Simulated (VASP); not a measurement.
# MgO (Fm-3m) in VASP: vibrations by perturbation theory with PBE

Aim: the vibrations by perturbation theory of MgO with PBE.

Everything below comes from runs of VASP 6.6.1. Logs are shortened: lines on timing, memory, paths and dates and some standing lists are left out, and cuts for length are marked.

**1. The cell of the first run**

Symmetry: Fm-3m, No. 225, cubic system. Conventional cell: a = 4.254 Å, b = 4.254 Å, c = 4.254 Å, α = 90.00°, β = 90.00°, γ = 90.00°. Within 2.8 Å of Mg (site symmetry m-3m) lie 6 O at 2.13 Å. O (site symmetry m-3m) has 6 Mg at 2.13 Å within 2.8 Å.

**2. Vibrations by perturbation theory, PBE**

INCAR reads:

```
SYSTEM = MgO
ALGO = Normal
EDIFF = 1E-8
ENCUT = 600
GGA = PE
GGA_COMPAT = .False.
IBRION = 8
ISIF = 2
ISMEAR = 0
LASPH = .True.
LCHARG = .False.
LEPSILON = .True.
LREAL = .False.
LWAVE = .False.
NBANDS = 11
NELM = 120
NSW = 1
PREC = Accurate
SIGMA = 0.01
```

KPOINTS reads:

```
k-points
0
Gamma
  8 8 8
  0 0 0
```

POSCAR reads:

```
MgO
1.0
    0.0000000000      2.1268464046      2.1268464046
    2.1268464046      0.0000000000      2.1268464046
    2.1268464046      2.1268464046      0.0000000000
Mg O
1 1
Direct
    0.0000000000      0.0000000000      0.0000000000
    0.5000000000      0.5000000000      0.5000000000
```

Potentials or basis: VASP PAW PBE potentials, release 64 (Mg, O).

On the command line:

```sh
$ cat potpaw_PBE.64/Mg/POTCAR potpaw_PBE.64/O/POTCAR > POTCAR
$ mpirun -np 1 vasp_std > vasp.out
```

OUTCAR:

```text
SYSTEM = MgO
   EDIFF = 1E-8
   ENCUT = 600
   GGA = PE
   IBRION = 8
   ISIF = 2
   ISMEAR = 0
   LASPH = .True.
   LEPSILON = .True.
   LREAL = .False.
   NELM = 120
   NSW = 1
   PREC = Accurate

 ion  position               nearest neighbor table
   1  0.000  0.000  0.000-   2 2.13   2 2.13   2 2.13   2 2.13   2 2.13   2 2.13
   2  0.500  0.500  0.500-   1 2.13   1 2.13   1 2.13   1 2.13   1 2.13   1 2.13

  LATTYP: Found a face centered cubic cell.
 ALAT       =     4.2536928092

  Lattice vectors:

 A1 = (   0.0000000000,   2.1268464046,   2.1268464046)
 A2 = (   2.1268464046,   0.0000000000,   2.1268464046)
 A3 = (   2.1268464046,   2.1268464046,   0.0000000000)

Analysis of symmetry for initial positions (statically):
=====================================================================
 Subroutine PRICEL returns:
 Original cell was already a primitive cell.

 Routine SETGRP: Setting up the symmetry group for a
 face centered cubic supercell.

 Subroutine GETGRP returns: Found 48 space group operations
 (whereof 48 operations were pure point group operations)
 out of a pool of 48 trial point group operations.

The static configuration has the point symmetry O_h .

Analysis of symmetry for dynamics (positions and initial velocities):
=====================================================================
 Subroutine PRICEL returns:
 Original cell was already a primitive cell.

 Routine SETGRP: Setting up the symmetry group for a
 face centered cubic supercell.

 Subroutine GETGRP returns: Found 48 space group operations
 (whereof 48 operations were pure point group operations)
 out of a pool of 48 trial point group operations.

The dynamic configuration has the point symmetry O_h .

 Subroutine INISYM returns: Found 48 space group operations
 (whereof 48 operations are pure point group operations),
[... 568 lines left out ...]
    -0.00515  0.00000  0.00000
     0.00000  0.00697  0.00000
     0.00000  0.00000  0.00697

 MACROSCOPIC STATIC DIELECTRIC TENSOR (including local field effects in DFT)
 ------------------------------------------------------
           3.172590    -0.000000    -0.000000
          -0.000000     3.172590     0.000000
           0.000000    -0.000000     3.172590
 ------------------------------------------------------

 PIEZOELECTRIC TENSOR (including local field effects)  for field in x, y, z        (e  Angst)
          XX          YY          ZZ          XY          YZ          ZX
  --------------------------------------------------------------------------------
  x     0.00000     0.00000     0.00000     0.00000     0.00000     0.00000
  y     0.00000     0.00000     0.00000     0.00000     0.00000     0.00000
  z     0.00000     0.00000     0.00000     0.00000     0.00000     0.00000

 PIEZOELECTRIC TENSOR (including local field effects)  for field in x, y, z        (C/m^2)
          XX          YY          ZZ          XY          YZ          ZX
  --------------------------------------------------------------------------------
  x     0.00000     0.00000     0.00000     0.00000     0.00000     0.00000
  y     0.00000     0.00000     0.00000     0.00000     0.00000     0.00000
  z     0.00000     0.00000     0.00000     0.00000     0.00000     0.00000

 BORN EFFECTIVE CHARGES (including local field effects) (in |e|, cummulative output)
 ---------------------------------------------------------------------------------
 ion    1
    1     1.98159    -0.00000     0.00000
    2     0.00000     1.98159    -0.00000
    3    -0.00000     0.00000     1.98159
 ion    2
    1    -1.98159     0.00000    -0.00000
    2    -0.00000    -1.98159     0.00000
    3     0.00000    -0.00000    -1.98159

 INTERNAL STRAIN TENSOR FOR ION    2 for displacements in x,y,z  (eV/Angst):
          X           Y           Z          XY          YZ          ZX
  --------------------------------------------------------------------------------
  x     0.00000     0.00000     0.00000     0.00000     0.00000     0.00000
  y     0.00000     0.00000     0.00000     0.00000     0.00000     0.00000
  z     0.00000     0.00000     0.00000     0.00000     0.00000     0.00000

 SECOND DERIVATIVES (NOT SYMMETRIZED)
 ------------------------------------
               1X          1Y          1Z          2X          2Y          2Z
  1X    -4.787673    0.000000    0.000000    4.787673    0.000000    0.000000
  1Y     0.000000   -4.787673    0.000000    0.000000    4.787673    0.000000
  1Z     0.000000    0.000000   -4.787673    0.000000    0.000000    4.787673
  2X     4.806245    0.000000    0.000000   -4.806245    0.000000    0.000000
  2Y     0.000000    4.806245    0.000000    0.000000   -4.806245    0.000000
  2Z     0.000000    0.000000    4.806245    0.000000    0.000000   -4.806245

 Eigenvectors and eigenvalues of the dynamical matrix
 ----------------------------------------------------

   1 f  =   11.025345 THz    69.274284 2PiTHz  367.765914 cm-1    45.597142 meV
             X         Y         Z           dx          dy          dz
      0.000000  0.000000  0.000000     0.000000    0.000000   -0.629323
      2.126846  2.126846  2.126846     0.000000    0.000000    0.777144
[... 21 lines left out ...]
   6 f/i=    0.010438 THz     0.065584 2PiTHz    0.348173 cm-1     0.043168 meV
             X         Y         Z           dx          dy          dz
      0.000000  0.000000  0.000000     0.048884    0.671987    0.387294
      2.126846  2.126846  2.126846     0.039586    0.544168    0.313626

--------------------------------------------------------------------------------------------------------

 MACROSCOPIC STATIC DIELECTRIC TENSOR IONIC CONTRIBUTION
 ------------------------------------------------------
           7.698184    -0.000000     0.000000
          -0.000000     7.698184    -0.000000
           0.000000    -0.000000     7.698184
 ------------------------------------------------------

 ELASTIC MODULI CONTR FROM IONIC RELAXATION (kBar)
 Direction    XX          YY          ZZ          XY          YZ          ZX
 --------------------------------------------------------------------------------
 XX           0.0000      0.0000      0.0000      0.0000      0.0000      0.0000
 YY           0.0000      0.0000      0.0000      0.0000      0.0000      0.0000
 ZZ           0.0000      0.0000      0.0000      0.0000      0.0000      0.0000
 XY           0.0000      0.0000      0.0000      0.0000      0.0000      0.0000
 YZ           0.0000      0.0000      0.0000      0.0000      0.0000      0.0000
 ZX           0.0000      0.0000      0.0000      0.0000      0.0000      0.0000
 --------------------------------------------------------------------------------

 PIEZOELECTRIC TENSOR IONIC CONTR  for field in x, y, z        (C/m^2)
          XX          YY          ZZ          XY          YZ          ZX
  --------------------------------------------------------------------------------
  x     0.00000     0.00000     0.00000     0.00000     0.00000     0.00000
  y     0.00000     0.00000     0.00000     0.00000     0.00000     0.00000
  z     0.00000     0.00000     0.00000     0.00000     0.00000     0.00000
```

It took 44 s on 1 thread of Intel Xeon 6975P-C (Granite Rapids), shared host; peak memory 0.18 GiB.

What came out:

- Electronic dielectric tensor (diagonal): 3.17
- Born charges (mean of the diagonal): Mg +1.98; O -1.98 e
- Highest phonon frequency at Γ, LO-TO splitting left out: 368 cm⁻¹

Phonon frequencies in cm⁻¹ (negative: imaginary):
| q point | frequencies |
| --- | --- |
| (0.000, 0.000, 0.000) | 0 0 0 368 368 368 |

Electronic dielectric tensor:
```
3.17 0.00 0.00
0.00 3.17 0.00
0.00 0.00 3.17
```

Born effective charge tensors (e):
atom 1, Mg
```
1.98 0.00 0.00
0.00 1.98 0.00
0.00 0.00 1.98
```
atom 2, O
```
-1.98  0.00  0.00
 0.00 -1.98  0.00
 0.00  0.00 -1.98
```
